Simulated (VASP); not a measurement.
Al2Cu: single point with PBE

Al2Cu:

```xyz
3
Lattice="-1.9492 1.9492 2.9878 1.9492 -1.9492 2.9878 1.9492 1.9492 -2.9878" Properties=species:S:1:pos:R:3 pbc="T T T"
Al    0.0000    1.9492    1.4939
Al    1.9492    0.0000    1.4939
Cu    0.0000    0.0000    2.9878
```

```
Program             : VASP 6.6.1
Task                : single point
Functional          : PBE
Potentials or basis : VASP PAW PBE potentials, release 64 (Al, Cu)
Cutoff              : 520 eV
k mesh              : 14 × 14 × 14
Occupations         : gaussian, width 0.15 eV
Spin                : no spin polarisation
```

```
Pressure               : 7.4 GPa
Band gap on the k mesh : zero (an odd number of electrons rules out a gap without spin polarisation)
```

Stress tensor (GPa, compression positive):
```
9.79 0.00 0.00
0.00 9.79 0.00
0.00 0.00 2.50
```

Levels at points of the mesh, in eV from the Fermi level:
```csv
k point,band 7,band 8,band 9,band 10,band 11,band 12
"(0.00, 0.00, 0.00)",2.49,2.77,2.77,3.17,3.17,3.67
"(0.50, 0.00, 0.00)",-4.00,0.20,1.00,2.47,3.23,4.44
"(0.50, 0.50, 0.00)",-3.72,-2.52,-1.93,0.19,1.39,8.98
"(0.50, 0.50, 0.50)",-3.96,-1.69,-1.69,1.18,1.83,9.12
```

Wall time 7.5 min on 1 thread of Intel(R) Xeon(R) Platinum 8375C CPU @ 2.90GHz (Ice Lake) (shared host), peak memory 0.29 GiB.

Caveat: the cell stands under pressure.
